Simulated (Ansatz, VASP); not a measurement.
**CaLu2Pd3C3: VASP beside Ansatz**

```
Ca Lu Pd C
1.0
     4.57848    0.00000    0.00000
    -2.28924    3.96508    0.00000
     0.00000    0.00000    8.65488
Ca Lu Pd C
1 2 3 3
Direct
  0.00000 0.00000 0.00000
  0.00000 0.00000 0.73348
  0.00000 0.00000 0.26652
  0.33333 0.66667 0.00000
  0.66667 0.33333 0.00000
  0.00000 0.00000 0.50000
  0.28951 0.00000 0.50000
  0.00000 0.28951 0.50000
  0.71049 0.71049 0.50000
```

Alike in both runs: task relaxation of cell and atoms; functional PBE; k mesh 4 × 4 × 2; occupations gaussian, width 0.2 eV; no spin polarisation.

|  | VASP | Ansatz |
| --- | --- | --- |
| version | VASP 6.6.1 | Ansatz 0.2.0 |
| potentials or method | VASP PAW PBE potentials, release 64 (Ca_sv, Lu, Pd, C), cutoff 600 eV | scalar-relativistic, plane waves, PAW |
| valence electrons in the cell | 102 | 126 |

|  | VASP | Ansatz | Ansatz less VASP |
| --- | --- | --- | --- |
| gap on the k mesh at the Fermi level, each at its own relaxed structure (eV) | none | none | - |
| relaxed volume (Å³/atom) | 22.19 | 22.49 | +0.296 |
| relaxed cell length with the largest relative difference (Å) | 11.223 | 11.306 | +0.0826 |

A gap of «none» marks a metal or a gap that the smearing closes. VASP's potentials hold 102 valence electrons a cell and Ansatz's 126, so a difference there can come from the potentials and not from the codes.

The k mesh is coarse, so the values compare programs but aren't converged. Neither program's run includes spin-orbit coupling. Noted on VASP's run: the volume moved by over 15 % at a fixed basis, so the end points are rough.
